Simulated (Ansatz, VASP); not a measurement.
# BN in VASP and in Ansatz

INCAR

```
PREC = Accurate
ENCUT = 520
EDIFF = 1E-7
ISMEAR = 0
SIGMA = 0.02
LREAL = False
LASPH = True
NELM = 60
ALGO = Normal
ISIF = 2
LWAVE = False
LCHARG = False
GGA = PS
IBRION = 2
NSW = 60
EDIFFG = -0.002
```

File KPOINTS:

```
regular mesh
0
Gamma
  9 9 6
```

File POSCAR:

```
BN
1.0
    2.5151549535      0.0000000000      0.0000000000
   -1.2575774767      2.1781880841      0.0000000000
    0.0000000000      0.0000000000      4.1606277799
B N
2 2
Direct
    0.3333333333      0.6666666667     -0.0002373566
    0.6666666667      0.3333333333      0.4997626434
    0.3333333333      0.6666666667      0.3742373566
    0.6666666667      0.3333333333      0.8742373566
```

Input for Ansatz:

```yaml
crystal:
  lattice:
    - [2.5151549535, 0.0, 0.0]
    - [-1.2575774767, 2.1781880841, 0.0]
    - [0.0, 0.0, 4.1606277799]
  atoms:
    - { symbol: B, position: [0.3333333333, 0.6666666667, -0.0002373566] }
    - { symbol: B, position: [0.6666666667, 0.3333333333, 0.4997626434] }
    - { symbol: "N", position: [0.3333333333, 0.6666666667, 0.3742373566] }
    - { symbol: "N", position: [0.6666666667, 0.3333333333, 0.8742373566] }
basis:
  ecutwfc: 420
kpoints:
  mp_grid: { grid: [9, 9, 6] }
hamiltonian:
  xc: pbesol
  pseudopotentials: { kind: paw, azcp: { folder: soft_1 } }
scf:
  occupations: { method: gaussian, width: 0.02 }
output:
  forces: true
  stress: true
  eigenvalues: true
relax:
  adjacent_minimum: "off"
  f_tol: 0.002
  max_steps: 40
```

Change from the starting cell: strained cell.

Alike in both runs: task relaxation of the atoms; functional PBEsol; k mesh 9 × 9 × 6; occupations gaussian, width 0.02 eV; no spin polarisation.

|  | VASP | Ansatz |
| --- | --- | --- |
| version | VASP 6.6.1 | Ansatz 0.2.0 |
| potentials or method | VASP PAW PBE potentials, release 64 (B, N), cutoff 520 eV | scalar-relativistic, plane waves, PAW |
| valence electrons in the cell | 16 | 16 |

Ansatz gave:

```
gap on the k mesh at the Fermi level, each at its own relaxed structure (eV) : 4.89
```

**Question.** Estimate VASP's values.

**Answer.** gap on the k mesh at the Fermi level, each at its own relaxed structure (eV): 4.88.

VASP's potentials were made for PBE, not for PBEsol, and Ansatz warns of the same on its side. Ansatz's warnings: stress scf threshold loose.
